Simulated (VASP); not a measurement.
# CrO2 (Cmmm) in VASP: single point with PBEsol

Aim: the single point of CrO2 with PBEsol.

Program: VASP 6.6.1. These are calculated values, not measurements. Logs are shortened: lines on timing, memory, paths and dates and some standing lists are left out, and cuts for length are marked.

### 1 The cell of the first run

It takes space group Cmmm (No. 65, orthorhombic). Conventional cell: a = 6.127 Å, b = 6.377 Å, c = 2.917 Å, α = 90.00°, β = 90.00°, γ = 90.00°. Within 2.4 Å of Cr (site symmetry mmm) lie 6 O at 1.84 to 1.93 Å. Within 2.5 Å of Cr (site symmetry mmm) lie 6 O at 1.90 to 1.92 Å. Within 2.5 Å of O (site symmetry 2mm) lie 3 Cr at 1.84 to 1.90 Å and 1 O at 2.44 Å. Within 2.8 Å of O (site symmetry m2m) lie 3 Cr at 1.92 to 1.93 Å and 9 O at 2.54 to 2.70 Å.

### 2 Single point, PBEsol, collinear spin, ferromagnetic start

The input, INCAR:

```
  PREC = Accurate
  ENCUT = 520
  EDIFF = 1E-6
  ISMEAR = -1
  SIGMA = 0.05
  LREAL = False
  LASPH = True
  NELM = 150
  ALGO = Normal
  ISIF = 2
  LWAVE = False
  LCHARG = True
  ISPIN = 2
  MAGMOM = 3 3 0 0 0 0
  LORBIT = 11
  LMAXMIX = 4
  GGA = PS
  LELF = True
  LVHAR = True
  NBANDS = 37
```

The input, KPOINTS:

```
regular mesh
0
Gamma
  5 5 8
```

The input, POSCAR:

```
CrO2
1.0
    4.4210000000      0.0884200000      0.0000000000
    0.0884200000      4.4210000000      0.0000000000
    0.0000000000      0.0000000000      2.9170000000
Cr O
2 4
Direct
    0.5000000000      0.5000000000      0.5000000000
    0.0000000000      0.0000000000      0.0000000000
    0.8010000000      0.1990000000      0.5000000000
    0.6990000000      0.6990000000      0.0000000000
    0.1990000000      0.8010000000      0.5000000000
    0.3010000000      0.3010000000      0.0000000000
```

Potentials or basis: VASP PAW PBE potentials, release 64 (Cr_pv, O).

Command:

```sh
cat potpaw_PBE.64/Cr_pv/POTCAR potpaw_PBE.64/O/POTCAR > POTCAR
mpirun -np 1 vasp_std > vasp.out
```

OUTCAR:

```text
PREC = Accurate
   ENCUT = 520
   EDIFF = 1E-6
   ISMEAR = -1
   LREAL = False
   LASPH = True
   NELM = 150
   ISIF = 2
   ISPIN = 2
   LORBIT = 11
   GGA = PS

 ion  position               nearest neighbor table
   1  0.500  0.500  0.500-   3 1.84   5 1.84   4 1.93   6 1.93   4 1.93   6 1.93
   2  0.000  0.000  0.000-   3 1.90   5 1.90   3 1.90   5 1.90   4 1.92   6 1.92
   3  0.801  0.199  0.500-   1 1.84   2 1.90   2 1.90
   4  0.699  0.699  0.000-   2 1.92   1 1.93   1 1.93
   5  0.199  0.801  0.500-   1 1.84   2 1.90   2 1.90
   6  0.301  0.301  0.000-   2 1.92   1 1.93   1 1.93

  LATTYP: Found a base centered orthorhombic cell.
 ALAT       =     6.1271933961
 B/A-ratio  =     1.0408163265
 C/A-ratio  =     0.4760744131

  Lattice vectors:

 A1 = (  -0.0884200000,  -4.4210000000,   0.0000000000)
 A2 = (   4.4210000000,   0.0884200000,   0.0000000000)
 A3 = (   0.0000000000,   0.0000000000,   2.9170000000)

Analysis of symmetry for initial positions (statically):
=====================================================================
 Subroutine PRICEL returns:
 Original cell was already a primitive cell.

 Routine SETGRP: Setting up the symmetry group for a
 base centered orthorhombic supercell.

 Subroutine GETGRP returns: Found  8 space group operations
 (whereof  8 operations were pure point group operations)
 out of a pool of  8 trial point group operations.

The static configuration has the point symmetry D_2h.

Analysis of symmetry for dynamics (positions and initial velocities):
=====================================================================
 Subroutine PRICEL returns:
 Original cell was already a primitive cell.

 Routine SETGRP: Setting up the symmetry group for a
 base centered orthorhombic supercell.

 Subroutine GETGRP returns: Found  8 space group operations
 (whereof  8 operations were pure point group operations)
 out of a pool of  8 trial point group operations.

The dynamic configuration has the point symmetry D_2h.

Analysis of structural, dynamic, and magnetic symmetry:
=====================================================================
 Subroutine PRICEL returns:
 Original cell was already a primitive cell.

 Routine SETGRP: Setting up the symmetry group for a
 base centered orthorhombic supercell.

 Subroutine GETGRP returns: Found  8 space group operations
 (whereof  8 operations were pure point group operations)
 out of a pool of  8 trial point group operations.

The overall configuration has the point symmetry D_2h.

 Subroutine INISYM returns: Found  8 space group operations
 (whereof  8 operations are pure point group operations),
 and found     1 'primitive' translations

----------------------------------------------------------------------------------------

                                     Primitive cell

  volume of cell :      56.9907

  direct lattice vectors                    reciprocal lattice vectors
     4.421000000  0.088420000  0.000000000     0.226283682 -0.004525674  0.000000000
     0.088420000  4.421000000  0.000000000    -0.004525674  0.226283682  0.000000000
     0.000000000  0.000000000  2.917000000     0.000000000  0.000000000  0.342817964

  length of vectors
     4.421884112  4.421884112  2.917000000     0.226328935  0.226328935  0.342817964

  position of ions in fractional coordinates (direct lattice)
     0.500000000  0.500000000  0.500000000
     0.000000000  0.000000000  0.000000000
     0.801000000  0.199000000  0.500000000
     0.699000000  0.699000000  0.000000000
     0.199000000  0.801000000  0.500000000
     0.301000000  0.301000000  0.000000000

  ion indices of the primitive-cell ions
   primitive index   ion index
                 1           1
                 2           2
                 3           3
                 4           4
                 5           5
                 6           6

----------------------------------------------------------------------------------------

 KPOINTS: regular mesh

Automatic generation of k-mesh.
 Grid dimensions read from file:
 generate k-points for:    5    5    8

 Generating k-lattice:

  Cartesian coordinates                     Fractional coordinates (reciprocal lattice)
     0.045256736 -0.000905135  0.000000000     0.200000000  0.000000000  0.000000000
    -0.000905135  0.045256736  0.000000000     0.000000000  0.200000000  0.000000000
     0.000000000  0.000000000  0.042852245     0.000000000  0.000000000  0.125000000

  Length of vectors
     0.045265787  0.045265787  0.042852245

  Shift w.r.t. Gamma in fractional coordinates (k-lattice)
     0.000000000  0.000000000  0.000000000

 Subroutine IBZKPT returns following result:
 ===========================================

 Found     45 irreducible k-points:

 Following reciprocal coordinates:
            Coordinates               Weight
  0.000000  0.000000  0.000000      1.000000
  0.200000 -0.000000  0.000000      4.000000
  0.400000  0.000000  0.000000      4.000000
  0.200000  0.200000  0.000000      2.000000
  0.400000  0.200000  0.000000      4.000000
 -0.400000  0.200000  0.000000      4.000000
[... 16 lines left out ...]
  0.400000  0.200000  0.250000      8.000000
 -0.400000  0.200000  0.250000      8.000000
 [... further k-points ...]
   k-points           NKPTS =     45   k-points in BZ     NKDIM =     45   number of bands    NBANDS=     37
   number of dos      NEDOS =    301   number of ions     NIONS =      6
   total plane-waves  NPLWV =  31104
   dimension x,y,z NGX =    36 NGY =   36 NGZ =   24
   dimension x,y,z NGXF=    72 NGYF=   72 NGZF=   48
   ions per type =               2   4
   NGX,Y,Z   is equivalent  to a cutoff of  13.53, 13.53, 13.68 a.u.
   NGXF,Y,Z  is equivalent  to a cutoff of  27.07, 27.07, 27.36 a.u.
 SYSTEM =  unknown system
   PREC   = accura    normal or accurate (medium, high low for compatibility)
   ISTART =      0    job   : 0-new  1-cont  2-samecut
   ICHARG =      2    charge: 1-file 2-atom 10-const
   ISPIN  =      2    spin polarized calculation?
   LNONCOLLINEAR =      F non collinear calculations
   LSORBIT =      F    spin-orbit coupling
   LASPH  =      T    aspherical Exc in radial PAW
   ENCUT  =  520.0 eV  38.22 Ry    6.18 a.u.   8.22  8.22  5.42*2*pi/ulx,y,z
   NELM   =    150;   NELMIN=  2; NELMDL= -5     # of ELM steps
   EDIFF  = 0.1E-05   stopping-criterion for ELM
   LREAL  =      F    real-space projection
   EDIFFG = 0.1E-04   stopping-criterion for IOM
   NSW    =      0    number of steps for IOM
   IBRION =     -1    ionic relax: 0-MD 1-quasi-New 2-CG
   NFREE  =      0    steps in history (QN), initial steepest desc. (CG)
   ISIF   =      2    stress and relaxation
   ISYM   =      2    0-nonsym 1-usesym 2-fastsym
   POTIM  = 0.5000    time-step for ionic-motion
   TEBEG  =    0.0;   TEEND  =   0.0 temperature during run
   PSTRESS=    0.0 pullay stress
   NELECT =      48.0000    total number of electrons
   NUPDOWN=      -1.0000    fix difference up-down
   EMIN   =  10.00;   EMAX   =-10.00  energy-range for DOS
   EFERMI =   0.00;   METHOD = LEGACY
   ISMEAR =    -1;   SIGMA  =   0.05  broadening in eV -4-tet -1-fermi 0-gaus
   EFERMI_NEDOS =   21; number of points for ismear=-14 and -15
   IALGO  =     38    algorithm
   IMIX   =      4    mixing-type and parameters
     AMIX     =   0.40;   BMIX     =  1.00
     AMIX_MAG =   1.60;   BMIX_MAG =  1.00
  volume/ion in A,a.u.               =       9.50        64.10
  Fermi-wavevector in a.u.,A,eV,Ry     =   1.546040  2.921592 32.521178  2.390239
  Thomas-Fermi vector in A             =   2.651333
   LORBIT       =     11    0 simple, 1 ext, 2 COOP (PROOUT), +10 PAW based schemes
   GGA     = PS    functional components
   LHFCALC =     F    Hartree Fock is set to
   AEXX    =    0.0000 exact exchange contribution
   IVDW    =     0    specifies the selected vdW correction
   LEPSILON=     F    determine dielectric tensor
   LRPA    =     F    only Hartree local field effects (RPA)
 spin polarized calculation
  energy-cutoff  :      520.00
  volume of cell :       56.99
 maximum number of plane-waves:      1562
 NGX is ok and might be reduce to    36
   NGX = 17   NGY = 17   NGZ = 11

 number of electron      48.0000021 magnetization       4.0001904

 Free energy of the ion-electron system (eV)
  ---------------------------------------------------
  ext. energy  EPLUGINS =         0.00000000
  ---------------------------------------------------
  free energy    TOTEN  =       -52.95095254 eV

  energy without entropy =      -52.93623394  energy(sigma->0) =      -52.94359324

 E-fermi :   5.5984     XC(G=0): -12.2057

 val. band max:        5.5858833636   @ k =  -0.4000   0.4000   0.5000
 cond. band min:       5.6146771002   @ k =   0.2000   0.2000   0.1250
 fundamental gap:      0.0287937366
 Fermi energy:         5.5984491194

 spin component 1

 k-point     1 :       0.0000    0.0000    0.0000
  band No.  band energies     occupation
      1     -39.2581      1.00000
      2     -39.1906      1.00000
      3     -39.0964      1.00000
      4     -39.0754      1.00000
      5     -39.0178      1.00000
      6     -38.9769      1.00000
[... 28 lines left out ...]
     35      12.9182      0.00000
     36      16.0291      0.00000

 k-point     2 :       0.2000   -0.0000    0.0000
  band No.  band energies     occupation
      1     -39.2561      1.00000
      2     -39.1896      1.00000
      3     -39.0987      1.00000
      4     -39.0767      1.00000
      5     -39.0173      1.00000
      6     -38.9773      1.00000
[... 28 lines left out ...]
     35      13.4603      0.00000
     36      16.1426      0.00000
[... 817 lines left out ...]
     35      16.0776      0.00000
     36      17.1517      0.00000

 k-point    24 :      -0.4000    0.2000    0.2500
  band No.  band energies     occupation
      1     -39.2482      1.00000
      2     -39.1832      1.00000
      3     -39.0994      1.00000
      4     -39.0901      1.00000
      5     -39.0643      1.00000
      6     -39.0546      1.00000
[... 28 lines left out ...]
     35      16.1236      0.00000
     36      17.1484      0.00000

 [... further k-points ...]

 spin component 2

 k-point     1 :       0.0000    0.0000    0.0000
  band No.  band energies     occupation
      1     -37.3433      1.00000
      2     -37.1430      1.00000
      3     -36.9368      1.00000
      4     -36.8525      1.00000
      5     -36.6804      1.00000
      6     -36.6622      1.00000
[... 28 lines left out ...]
     35      13.4434      0.00000
     36      16.4684      0.00000

 k-point     2 :       0.2000   -0.0000    0.0000
  band No.  band energies     occupation
      1     -37.3425      1.00000
      2     -37.1422      1.00000
      3     -36.9380      1.00000
      4     -36.8537      1.00000
      5     -36.6787      1.00000
      6     -36.6639      1.00000
[... 28 lines left out ...]
     35      13.7323      0.00000
     36      16.5306      0.00000
[... 817 lines left out ...]
     35      16.2483      0.00000
     36      17.3095      0.00000

 k-point    24 :      -0.4000    0.2000    0.2500
  band No.  band energies     occupation
      1     -37.3352      1.00000
      2     -37.1353      1.00000
      3     -36.9228      1.00000
      4     -36.8391      1.00000
      5     -36.7666      1.00000
      6     -36.7605      1.00000
[... 28 lines left out ...]
     35      16.2924      0.00000
     36      17.3067      0.00000

 [... further k-points ...]

 [bands above 36 left out]

------------------------ aborting loop because EDIFF is reached ----------------------------------------

  FORCE on cell =-STRESS in cart. coord.  units (eV):
  Direction    XX          YY          ZZ          XY          YZ          ZX
  --------------------------------------------------------------------------------------
  -------------------------------------------------------------------------------------
  Total       -1.6402766     -1.6402766     -2.4911524     -3.2225588      0.0000000      0.0000000
  in kB      -46.1130630    -46.1130630    -70.0337173    -90.5957290      0.0000000      0.0000000
  external PRESSURE =     -54.0866144 kB  Pullay stress =       0.0000000 kB

 VOLUME and BASIS-vectors are now :
 -----------------------------------------------------------------------------
  energy-cutoff  :      520.00
  volume of cell :       56.99
      direct lattice vectors                 reciprocal lattice vectors
     4.421000000  0.088420000  0.000000000     0.226283682 -0.004525674  0.000000000
     0.088420000  4.421000000  0.000000000    -0.004525674  0.226283682  0.000000000
     0.000000000  0.000000000  2.917000000     0.000000000  0.000000000  0.342817964

 POSITION                                       TOTAL-FORCE (eV/Angst)
 -----------------------------------------------------------------------------------
      2.25471      2.25471      1.45850        -0.000000      0.000000      0.000000
      0.00000      0.00000      0.00000        -0.000000      0.000000      0.000000
      3.55882      0.95060      1.45850         0.295178     -0.295178      0.000000
      3.15208      3.15208      0.00000        -0.205241     -0.205241      0.000000
      0.95060      3.55882      1.45850        -0.295178      0.295178      0.000000
      1.35734      1.35734      0.00000         0.205241      0.205241      0.000000
 -----------------------------------------------------------------------------------
    total drift:                                0.000000      0.000000      0.000000

  FREE ENERGIE OF THE ION-ELECTRON SYSTEM (eV)
  ---------------------------------------------------
  free  energy   TOTEN  =       -52.9509525408 eV

  energy  without entropy=      -52.9362339362  energy(sigma->0) =      -52.94359324

 total charge

# of ion       s       p       d       tot
------------------------------------------
    1        0.365   6.482   4.047  10.895
    2        0.357   6.465   4.041  10.864
    3        1.568   3.460   0.000   5.029
    4        1.564   3.426   0.000   4.991
    5        1.568   3.460   0.000   5.029
    6        1.564   3.426   0.000   4.991
--------------------------------------------------
tot          6.988  26.721   8.089  41.798

 magnetization (x)

# of ion       s       p       d       tot
------------------------------------------
    1        0.020   0.030   1.984   2.035
    2        0.021   0.033   2.074   2.128
    3       -0.003  -0.066   0.000  -0.069
    4       -0.003  -0.070   0.000  -0.073
    5       -0.003  -0.066   0.000  -0.069
    6       -0.003  -0.070   0.000  -0.073
--------------------------------------------------
tot          0.030  -0.209   4.058   3.879
```

Wall time 93 s (1 thread of Intel Xeon 6975P-C (Granite Rapids), shared host); peak memory 0.28 GiB.

What came out:

```yaml
Free_energy: -52.9510 eV
Pressure: -5.4 GPa
Largest_force: 0.417 eV/Å
Band_gap_on_the_k_mesh: zero (filled and empty bands overlap)
Net_moment: 4.00 μB per cell
Site_moments: Cr +2.04, +2.13; O -0.07 μB
Valence_electrons_inside_the_program's_atomic_spheres: Cr 10.89, 10.86; O 5.03, 4.99 (each value once)
```

Forces in eV/Å, atoms in the order of the input:
```
Cr   0.000  0.000  0.000
Cr   0.000  0.000  0.000
O    0.295 -0.295  0.000
O   -0.205 -0.205  0.000
O   -0.295  0.295  0.000
O    0.205  0.205  0.000
```

Levels at points of the mesh, in eV from the Fermi level:
Spin up:
| k point | band 22 | band 23 | band 24 | band 25 | band 26 | band 27 | band 28 | band 29 | band 30 | band 31 |
| --- | --- | --- | --- | --- | --- | --- | --- | --- | --- | --- |
| (0.00, 0.00, 0.00) | -1.30 | -1.19 | -1.18 | -1.17 | -1.14 | -0.68 | 1.08 | 1.21 | 3.48 | 3.81 |
| (0.00, 0.00, 0.50) | -2.49 | -0.72 | -0.58 | -0.06 | 0.09 | 0.73 | 0.76 | 2.27 | 2.63 | 2.73 |
Spin down:
```tsv
k point	band 19	band 20	band 21	band 22	band 23	band 24	band 25	band 26
(0.00, 0.00, 0.00)	-1.72	-1.47	-1.33	-0.92	0.80	0.81	1.05	1.08
(0.00, 0.00, 0.50)	-3.84	-3.59	-2.83	-2.36	1.60	1.62	1.95	2.06
```

Caveat: the cell stands under tension; the PAW data sets were made with another functional, which shifts forces and pressure a little; semilocal functionals often make such compounds metallic where correlation or magnetic order opens a gap, which also shifts bond lengths; the run started ferromagnetic, and an antiferromagnetic order may lie lower in energy.

The gap in the log of VASP goes by the Fermi energy; the results here count the filled bands.